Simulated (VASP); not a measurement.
Write the native input for VASP 6.6.1 that does the following.

```yaml
Task: single point
Functional: PBE
Potentials_or_basis: VASP PAW PBE potentials, release 64 (Cs_sv, Be, S)
Cutoff: 520 eV
k_mesh: 4 × 4 × 4
Occupations: gaussian, width 0.1 eV
Spin: no spin polarisation
Dipole_correction: no
Further_INCAR_settings: ALGO = Normal; EDIFF = 1e-06; NBANDS = 46
```

The structure of CsBe3S3 lies in POSCAR:

```
CsBe3S3
1.0
    5.4851687200      0.0000000000      0.0000000000
    0.0000000000      5.4851687200      0.0000000000
    0.0000000000      0.0000000000      5.4851687200
Cs Be S
2 6 6
Direct
    0.5000000000      0.5000000000      0.5000000000
    0.0000000000      0.0000000000      0.0000000000
    0.5000000000      0.0000000000      0.7500000000
    0.7500000000      0.5000000000      0.0000000000
    0.0000000000      0.7500000000      0.5000000000
    0.5000000000      0.0000000000      0.2500000000
    0.2500000000      0.5000000000      0.0000000000
    0.0000000000      0.2500000000      0.5000000000
    0.0000000000      0.5000000000      0.7500000000
    0.7500000000      0.0000000000      0.5000000000
    0.5000000000      0.7500000000      0.0000000000
    0.0000000000      0.5000000000      0.2500000000
    0.2500000000      0.0000000000      0.5000000000
    0.5000000000      0.2500000000      0.0000000000
```

The cell was generated, and may not be a known phase.

The input as run:

INCAR

```
SYSTEM = CsBe3S3
PREC = Accurate
ENCUT = 520
EDIFF = 1E-6
ISMEAR = 0
SIGMA = 0.1
LREAL = .FALSE.
LASPH = .TRUE.
NELM = 100
ALGO = Normal
ISIF = 2
LWAVE = .FALSE.
LCHARG = .FALSE.
GGA = PE
NBANDS = 46
```

KPOINTS

```
Automatic mesh
0
G
  4 4 4
  0 0 0
```

Potentials or basis: VASP PAW PBE potentials, release 64 (Cs_sv, Be, S).

The run is started by

```sh
$ cat potpaw_PBE.64/Cs_sv/POTCAR potpaw_PBE.64/Be/POTCAR potpaw_PBE.64/S/POTCAR > POTCAR
$ mpirun -np 1 vasp_std > vasp.out
```

It gave:

| Quantity | Value |
| --- | --- |
| Pressure | 55.0 GPa |
| Band gap on the k mesh | zero (bands 33 and 34 overlap by 2.08 eV) |

Caveat: the cell stands under pressure; spin-orbit coupling is left out, which moves the levels of the heavy elements.

Wall time 51 s on 1 thread of AMD EPYC 9R45 96-Core Processor (Zen 5) (shared host), peak memory 0.25 GiB.
